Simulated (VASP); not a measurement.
Here is a VASP 6.6.1 calculation.

Contents of INCAR:

```
ALGO     = Normal         # electronic algorithm
DIPOL    = 0.5 0.5 0.500
EDIFF    = 1E-7           # SCF threshold, eV
EDIFFG   = -0.03          # ionic threshold
ENCUT    = 520            # plane-wave cutoff, eV
GGA      = PS             # functional
IBRION   = 2              # ionic algorithm
IDIPOL   = 3            
ISIF     = 2              # what is computed and relaxed
ISMEAR   = 0              # smearing method
ISPIN    = 2              # spin polarisation
LASPH    = T              # aspherical terms in the spheres
LCHARG   = F              # write CHGCAR
LDIPOL   = T            
LMAXMIX  = 4              # l up to which the mixer works
LORBIT   = 11             # projections on sites
LREAL    = F              # projectors in reciprocal space
LUSENCCL = F            
LWAVE    = F              # write WAVECAR
MAGMOM   = 0.73 0.73 0.73 0.73 # initial moments
NELM     = 150            # most SCF steps
NSW      = 90             # ionic steps
PREC     = Accurate       # precision mode
SIGMA    = 0.1            # smearing width, eV
```

KPOINTS

```
k-points
0
Gamma
  12 12 1
```

Contents of POSCAR:

```
Ni
1.0
    2.4488173384      0.0000000000      0.0000000000
   -1.2244086692      2.1207380243      0.0000000000
    0.0000000000      0.0000000000     22.9983529523
Ni
4
Selective dynamics
Direct
    0.6666666667      0.3333333333      0.3695916841  F F F
    0.3333333333      0.6666666667      0.4565305614  F F F
    0.0000000000      0.0000000000      0.5434694386  T T T
    0.6666666667      0.3333333333      0.6304083159  T T T
```

Potentials or basis: VASP PAW PBE potentials, release 64 (Ni).

Command:

```bash
$ cat potpaw_PBE.64/Ni/POTCAR > POTCAR
$ mpirun -np 1 vasp_std > vasp.out
```

(1) Predict the site moments.

(2) Estimate the net moment.

(3) Predict the energy gained by relaxing.

## Answers

(1) Ni +0.63, +0.68 μB.

(2) 2.59 μB per cell.

(3) 0.6 meV/atom.
